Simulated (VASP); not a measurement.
# TaSi2 (F-43m) in VASP: a series of runs

Runs on TaSi2. Level: PBE. Tasks: single point.

Everything below comes from runs of VASP 6.6.1. Logs are shortened: lines on timing, memory, paths and dates and some standing lists are left out, and cuts for length are marked.

## (1) The cell of the first run

Symmetry: F-43m, No. 216, cubic system. The conventional cell has a = 5.920 Å, b = 5.920 Å, c = 5.920 Å, α = 90.00°, β = 90.00°, γ = 90.00°. Ta (site symmetry -43m) has 10 Si at 2.56 to 2.96 Å within 3.4 Å. Si (site symmetry -43m) has 4 Ta at 2.56 Å and 4 Si at 2.56 Å within 3.4 Å. Within 3.4 Å of Si (site symmetry -43m) lie 4 Si at 2.56 Å and 6 Ta at 2.96 Å.

## (2) Single point, PBE

File INCAR:

```
PREC = Accurate
ENCUT = 500
EDIFF = 1E-6
ISMEAR = 0
SIGMA = 0.2
LREAL = F
LASPH = T
NELM = 120
ALGO = Normal
ISIF = 2
LWAVE = F
LCHARG = F
GGA = PE
NBANDS = 16
GGA_COMPAT = F
```

File KPOINTS:

```
Automatic mesh
0
Gamma
  6 6 6
```

File POSCAR:

```
TaSi2
1.0
    0.0000000000      2.9598178054      2.9598178054
    2.9598178054      0.0000000000      2.9598178054
    2.9598178054      2.9598178054      0.0000000000
Ta Si
1 2
Direct
    0.0000000000      0.0000000000      0.0000000000
    0.7500000000      0.7500000000      0.7500000000
    0.5000000000      0.5000000000      0.5000000000
```

Potentials or basis: VASP PAW PBE potentials, release 64 (Ta_pv, Si).

On the command line:

```console
> cat potpaw_PBE.64/Ta_pv/POTCAR potpaw_PBE.64/Si/POTCAR > POTCAR
> mpirun -np 1 vasp_std > vasp.out
```

OUTCAR:

```text
PREC = Accurate
   ENCUT = 500
   EDIFF = 1E-6
   ISMEAR = 0
   LREAL = F
   LASPH = T
   NELM = 120
   ISIF = 2
   GGA = PE

 ion  position               nearest neighbor table
   1  0.000  0.000  0.000-   2 2.56   2 2.56   2 2.56   2 2.56   3 2.96   3 2.96   3 2.96   3 2.96
                             3 2.96   3 2.96
   2  0.750  0.750  0.750-   3 2.56   3 2.56   3 2.56   1 2.56   3 2.56   1 2.56   1 2.56   1 2.56

   3  0.500  0.500  0.500-   2 2.56   2 2.56   2 2.56   2 2.56   1 2.96   1 2.96   1 2.96   1 2.96
                             1 2.96   1 2.96

  LATTYP: Found a face centered cubic cell.
 ALAT       =     5.9196356108

  Lattice vectors:

 A1 = (   0.0000000000,   2.9598178054,   2.9598178054)
 A2 = (   2.9598178054,   0.0000000000,   2.9598178054)
 A3 = (   2.9598178054,   2.9598178054,   0.0000000000)

Analysis of symmetry for initial positions (statically):
=====================================================================
 Subroutine PRICEL returns:
 Original cell was already a primitive cell.

 Routine SETGRP: Setting up the symmetry group for a
 face centered cubic supercell.

 Subroutine GETGRP returns: Found 24 space group operations
 (whereof 24 operations were pure point group operations)
 out of a pool of 48 trial point group operations.

The static configuration has the point symmetry T_d .

Analysis of symmetry for dynamics (positions and initial velocities):
=====================================================================
 Subroutine PRICEL returns:
 Original cell was already a primitive cell.

 Routine SETGRP: Setting up the symmetry group for a
 face centered cubic supercell.

 Subroutine GETGRP returns: Found 24 space group operations
 (whereof 24 operations were pure point group operations)
 out of a pool of 48 trial point group operations.

The dynamic configuration has the point symmetry T_d .

 Subroutine INISYM returns: Found 24 space group operations
 (whereof 24 operations are pure point group operations),
 and found     1 'primitive' translations

----------------------------------------------------------------------------------------

                                     Primitive cell

  volume of cell :      51.8591

  direct lattice vectors                    reciprocal lattice vectors
     0.000000000  2.959817805  2.959817805    -0.168929317  0.168929317  0.168929317
     2.959817805  0.000000000  2.959817805     0.168929317 -0.168929317  0.168929317
     2.959817805  2.959817805  0.000000000     0.168929317  0.168929317 -0.168929317

  length of vectors
     4.185814483  4.185814483  4.185814483     0.292594160  0.292594160  0.292594160

  position of ions in fractional coordinates (direct lattice)
     0.000000000  0.000000000  0.000000000
     0.750000000  0.750000000  0.750000000
     0.500000000  0.500000000  0.500000000

  ion indices of the primitive-cell ions
   primitive index   ion index
                 1           1
                 2           2
                 3           3

----------------------------------------------------------------------------------------

 KPOINTS: Automatic mesh

Automatic generation of k-mesh.
 Grid dimensions read from file:
 generate k-points for:    6    6    6

 Generating k-lattice:

  Cartesian coordinates                     Fractional coordinates (reciprocal lattice)
    -0.028154886  0.028154886  0.028154886     0.166666667  0.000000000  0.000000000
     0.028154886 -0.028154886  0.028154886     0.000000000  0.166666667  0.000000000
     0.028154886  0.028154886 -0.028154886     0.000000000  0.000000000  0.166666667

  Length of vectors
     0.048765693  0.048765693  0.048765693

  Shift w.r.t. Gamma in fractional coordinates (k-lattice)
     0.000000000  0.000000000  0.000000000

 Subroutine IBZKPT returns following result:
 ===========================================

 Found     16 irreducible k-points:

 Following reciprocal coordinates:
            Coordinates               Weight
  0.000000  0.000000  0.000000      1.000000
  0.166667  0.000000  0.000000      8.000000
  0.333333  0.000000  0.000000      8.000000
  0.500000  0.000000  0.000000      4.000000
  0.166667  0.166667  0.000000      6.000000
  0.333333  0.166667  0.000000     24.000000
[... 8 lines left out ...]
 -0.333333  0.333333  0.166667     24.000000
 -0.333333  0.500000  0.166667     12.000000
   k-points           NKPTS =     16   k-points in BZ     NKDIM =     16   number of bands    NBANDS=     16
   number of dos      NEDOS =    301   number of ions     NIONS =      3
   total plane-waves  NPLWV =  32768
   dimension x,y,z NGX =    32 NGY =   32 NGZ =   32
   dimension x,y,z NGXF=    64 NGYF=   64 NGZF=   64
   ions per type =               1   2
   NGX,Y,Z   is equivalent  to a cutoff of  12.71, 12.71, 12.71 a.u.
   NGXF,Y,Z  is equivalent  to a cutoff of  25.42, 25.42, 25.42 a.u.
 SYSTEM =  unknown system
   PREC   = accura    normal or accurate (medium, high low for compatibility)
   ISTART =      0    job   : 0-new  1-cont  2-samecut
   ICHARG =      2    charge: 1-file 2-atom 10-const
   ISPIN  =      1    spin polarized calculation?
   LNONCOLLINEAR =      F non collinear calculations
   LSORBIT =      F    spin-orbit coupling
   LASPH  =      T    aspherical Exc in radial PAW
   ENCUT  =  500.0 eV  36.75 Ry    6.06 a.u.   7.63  7.63  7.63*2*pi/ulx,y,z
   NELM   =    120;   NELMIN=  2; NELMDL= -5     # of ELM steps
   EDIFF  = 0.1E-05   stopping-criterion for ELM
   LREAL  =      F    real-space projection
   EDIFFG = 0.1E-04   stopping-criterion for IOM
   NSW    =      0    number of steps for IOM
   IBRION =     -1    ionic relax: 0-MD 1-quasi-New 2-CG
   NFREE  =      0    steps in history (QN), initial steepest desc. (CG)
   ISIF   =      2    stress and relaxation
   ISYM   =      2    0-nonsym 1-usesym 2-fastsym
   POTIM  = 0.5000    time-step for ionic-motion
   TEBEG  =    0.0;   TEEND  =   0.0 temperature during run
   PSTRESS=    0.0 pullay stress
   NELECT =      19.0000    total number of electrons
   NUPDOWN=      -1.0000    fix difference up-down
   EMIN   =  10.00;   EMAX   =-10.00  energy-range for DOS
   EFERMI =   0.00;   METHOD = LEGACY
   ISMEAR =     0;   SIGMA  =   0.20  broadening in eV -4-tet -1-fermi 0-gaus
   EFERMI_NEDOS =   21; number of points for ismear=-14 and -15
   IALGO  =     38    algorithm
   IMIX   =      4    mixing-type and parameters
     AMIX     =   0.40;   BMIX     =  1.00
     AMIX_MAG =   1.60;   BMIX_MAG =  1.00
  volume/ion in A,a.u.               =      17.29       116.65
  Fermi-wavevector in a.u.,A,eV,Ry     =   1.171434  2.213689 18.670689  1.372257
  Thomas-Fermi vector in A             =   2.307878
   LORBIT       =      0    0 simple, 1 ext, 2 COOP (PROOUT), +10 PAW based schemes
   GGA     = PE    functional components
   LHFCALC =     F    Hartree Fock is set to
   AEXX    =    0.0000 exact exchange contribution
   IVDW    =     0    specifies the selected vdW correction
   LEPSILON=     F    determine dielectric tensor
   LRPA    =     F    only Hartree local field effects (RPA)
 non-spin polarized calculation
 Gauss-broadening in eV      SIGMA  =   0.20
  energy-cutoff  :      500.00
  volume of cell :       51.86
 maximum number of plane-waves:      1363
 NGX is ok and might be reduce to    32
   NGX = 15   NGY = 15   NGZ = 15

 number of electron      19.0000001 magnetization

 Free energy of the ion-electron system (eV)
  ---------------------------------------------------
  ext. energy  EPLUGINS =         0.00000000
  ---------------------------------------------------
  free energy    TOTEN  =       -21.28982918 eV

  energy without entropy =      -21.22426395  energy(sigma->0) =      -21.25704657

 E-fermi :   7.2330     XC(G=0): -11.0962

 val. band max:        7.2296916313   @ k =  -0.1667   0.1667   0.0000
 cond. band min:       7.2499003066   @ k =  -0.3333   0.3333   0.1667
 fundamental gap:      0.0202086753
 Fermi energy:         7.2329781813

 k-point     1 :       0.0000    0.0000    0.0000
  band No.  band energies     occupation
      1     -27.1125      2.00000
      2     -27.1125      2.00000
      3     -27.1125      2.00000
      4      -5.0356      2.00000
      5       3.9787      2.00000
      6       3.9787      2.00000
[... 8 lines left out ...]
     15      14.1083      0.00000
     16      14.1083      0.00000

 k-point     2 :       0.1667    0.0000    0.0000
  band No.  band energies     occupation
      1     -27.1216      2.00000
      2     -27.1138      2.00000
      3     -27.1138      2.00000
      4      -4.6756      2.00000
      5       2.6093      2.00000
      6       3.8334      2.00000
[... 8 lines left out ...]
     15      13.1572      0.00000
     16      13.1589      0.00000

 k-point     3 :       0.3333    0.0000    0.0000
  band No.  band energies     occupation
      1     -27.1397      2.00000
      2     -27.1164      2.00000
      3     -27.1164      2.00000
      4      -3.6855      2.00000
      5       0.5091      2.00000
      6       3.3744      2.00000
[... 8 lines left out ...]
     15      11.9420      0.00000
     16      12.1219      0.00000

 k-point     4 :       0.5000    0.0000    0.0000
  band No.  band energies     occupation
      1     -27.1486      2.00000
      2     -27.1176      2.00000
      3     -27.1176      2.00000
      4      -2.7492      2.00000
      5      -0.8166      2.00000
      6       3.1465      2.00000
[... 8 lines left out ...]
     15      12.6460      0.00000
     16      14.6711      0.00000

 k-point     5 :       0.1667    0.1667    0.0000
  band No.  band energies     occupation
      1     -27.1213      2.00000
      2     -27.1158      2.00000
      3     -27.1158      2.00000
      4      -4.5599      2.00000
      5       2.4510      2.00000
      6       3.7316      2.00000
[... 8 lines left out ...]
     15      12.7713      0.00000
     16      12.7713      0.00000

 k-point     6 :       0.3333    0.1667    0.0000
  band No.  band energies     occupation
      1     -27.1346      2.00000
      2     -27.1188      2.00000
      3     -27.1188      2.00000
      4      -3.7865      2.00000
      5       0.9549      2.00000
      6       2.9983      2.00000
[... 8 lines left out ...]
     15      12.0802      0.00000
     16      12.6252      0.00000

 k-point     7 :       0.5000    0.1667    0.0000
  band No.  band energies     occupation
      1     -27.1451      2.00000
      2     -27.1227      2.00000
      3     -27.1197      2.00000
      4      -2.6755      2.00000
      5      -0.5685      2.00000
      6       2.4076      2.00000
[... 8 lines left out ...]
     15      12.5881      0.00000
     16      13.4593      0.00000

 k-point     8 :      -0.3333    0.1667    0.0000
  band No.  band energies     occupation
      1     -27.1422      2.00000
      2     -27.1239      2.00000
      3     -27.1176      2.00000
      4      -3.0240      2.00000
      5      -0.0942      2.00000
      6       2.3131      2.00000
[... 8 lines left out ...]
     15      12.5488      0.00000
     16      13.6328      0.00000

 k-point     9 :      -0.1667    0.1667    0.0000
  band No.  band energies     occupation
      1     -27.1303      2.00000
      2     -27.1196      2.00000
      3     -27.1147      2.00000
      4      -4.1059      2.00000
      5       1.5536      2.00000
      6       2.8462      2.00000
[... 8 lines left out ...]
     15      12.2077      0.00000
     16      12.5045      0.00000

 k-point    10 :       0.3333    0.3333    0.0000
  band No.  band energies     occupation
      1     -27.1383      2.00000
      2     -27.1225      2.00000
      3     -27.1225      2.00000
      4      -3.2889      2.00000
      5       0.2624      2.00000
      6       3.5452      2.00000
[... 8 lines left out ...]
     15      12.7322      0.00000
     16      13.1035      0.00000

 k-point    11 :       0.5000    0.3333    0.0000
  band No.  band energies     occupation
      1     -27.1431      2.00000
      2     -27.1278      2.00000
      3     -27.1237      2.00000
      4      -2.3384      2.00000
      5      -0.7139      2.00000
      6       2.4845      2.00000
[... 8 lines left out ...]
     15      13.5360      0.00000
     16      13.9003      0.00000

 k-point    12 :      -0.3333    0.3333    0.0000
  band No.  band energies     occupation
      1     -27.1393      2.00000
      2     -27.1342      2.00000
      3     -27.1213      2.00000
      4      -2.0902      2.00000
      5      -0.8194      2.00000
      6       1.6919      2.00000
[... 8 lines left out ...]
     15      12.8279      0.00000
     16      13.7657      0.00000

 k-point    13 :       0.5000    0.5000    0.0000
  band No.  band energies     occupation
      1     -27.1465      2.00000
      2     -27.1258      2.00000
      3     -27.1258      2.00000
      4      -1.8433      2.00000
      5      -1.3505      2.00000
      6       3.5476      2.00000
[... 8 lines left out ...]
     15      14.9734      0.00000
     16      14.9734      0.00000

 k-point    14 :       0.5000    0.3333    0.1667
  band No.  band energies     occupation
      1     -27.1397      2.00000
      2     -27.1269      2.00000
      3     -27.1207      2.00000
      4      -2.9150      2.00000
      5      -0.0140      2.00000
      6       2.1998      2.00000
[... 8 lines left out ...]
     15      12.2945      0.00000
     16      14.3734      0.00000

 k-point    15 :      -0.3333    0.3333    0.1667
  band No.  band energies     occupation
      1     -27.1412      2.00000
      2     -27.1309      2.00000
      3     -27.1227      2.00000
      4      -2.0848      2.00000
      5      -0.8412      2.00000
      6       1.8143      2.00000
[... 8 lines left out ...]
     15      12.7042      0.00000
     16      13.3020      0.00000

 k-point    16 :      -0.3333    0.5000    0.1667
  band No.  band energies     occupation
      1     -27.1419      2.00000
      2     -27.1305      2.00000
      3     -27.1260      2.00000
      4      -1.5670      2.00000
      5      -1.3529      2.00000
      6       2.1434      2.00000
[... 8 lines left out ...]
     15      13.2827      0.00000
     16      13.7432      0.00000

------------------------ aborting loop because EDIFF is reached ----------------------------------------

  FORCE on cell =-STRESS in cart. coord.  units (eV):
  Direction    XX          YY          ZZ          XY          YZ          ZX
  --------------------------------------------------------------------------------------
  -------------------------------------------------------------------------------------
  Total       -0.0597158     -0.0597158     -0.0597158      0.0000000      0.0000000      0.0000000
  in kB       -1.8449078     -1.8449078     -1.8449078      0.0000000      0.0000000      0.0000000
  external PRESSURE =      -1.8449078 kB  Pullay stress =       0.0000000 kB

 VOLUME and BASIS-vectors are now :
 -----------------------------------------------------------------------------
  energy-cutoff  :      500.00
  volume of cell :       51.86
      direct lattice vectors                 reciprocal lattice vectors
     0.000000000  2.959817805  2.959817805    -0.168929317  0.168929317  0.168929317
     2.959817805  0.000000000  2.959817805     0.168929317 -0.168929317  0.168929317
     2.959817805  2.959817805  0.000000000     0.168929317  0.168929317 -0.168929317

 POSITION                                       TOTAL-FORCE (eV/Angst)
 -----------------------------------------------------------------------------------
      0.00000      0.00000      0.00000        -0.000000     -0.000000     -0.000000
      4.43973      4.43973      4.43973        -0.000000     -0.000000     -0.000000
      2.95982      2.95982      2.95982         0.000000      0.000000      0.000000
 -----------------------------------------------------------------------------------
    total drift:                               -0.000000     -0.000000     -0.000000

  FREE ENERGIE OF THE ION-ELECTRON SYSTEM (eV)
  ---------------------------------------------------
  free  energy   TOTEN  =       -21.2898291842 eV

  energy  without entropy=      -21.2242639532  energy(sigma->0) =      -21.25704657
```

It took 18 s on 1 thread of Intel Xeon 8259CL, shared host; peak memory 0.17 GiB.

What came out:

- Free energy: -21.2898 eV
- Pressure: -0.2 GPa

Caveat: spin-orbit coupling is left out, which moves the levels of the heavy elements.

## (3) Single point, PBE

INCAR is that of step 2.

File KPOINTS:

```
regular mesh
0
Gamma
  6 6 6
```

File POSCAR:

```
TaSi2
1.0
    0.0000000000      2.9598639821      2.9598639821
    2.9598639821      0.0000000000      2.9598639821
    2.9598639821      2.9598639821      0.0000000000
Ta Si
1 2
Direct
    0.2500000000      0.2500000000      0.2500000000
    0.7500000000      0.7500000000      0.7500000000
    0.5000000000      0.5000000000      0.5000000000
```

Potentials or basis: VASP PAW PBE potentials, release 64 (Ta_pv, Si).

On the command line:

```console
> cat potpaw_PBE.64/Ta_pv/POTCAR potpaw_PBE.64/Si/POTCAR > POTCAR
> mpirun -np 1 vasp_std > vasp.out
```

Run time: 18 s. Hardware: 1 thread of Intel Xeon 8259CL, shared host; peak memory 0.17 GiB.

It converged, with:

```yaml
Free_energy: -21.2898 eV
Pressure: -0.2 GPa
```

Levels at points of the mesh, in eV from the Fermi level:
| k point | band 7 | band 8 | band 9 | band 10 | band 11 | band 12 | band 13 | band 14 |
| --- | --- | --- | --- | --- | --- | --- | --- | --- |
| (0.00, 0.00, 0.00) | -3.25 | -0.59 | -0.59 | -0.49 | -0.36 | -0.36 | -0.36 | 4.72 |
| (0.50, 0.00, 0.00) | -4.09 | -1.49 | -0.20 | -0.20 | 1.32 | 2.19 | 2.19 | 5.41 |
| (0.50, 0.50, 0.00) | -3.69 | -2.88 | -1.83 | 0.62 | 0.89 | 0.89 | 3.39 | 6.47 |

Caveat: spin-orbit coupling is left out, which moves the levels of the heavy elements.
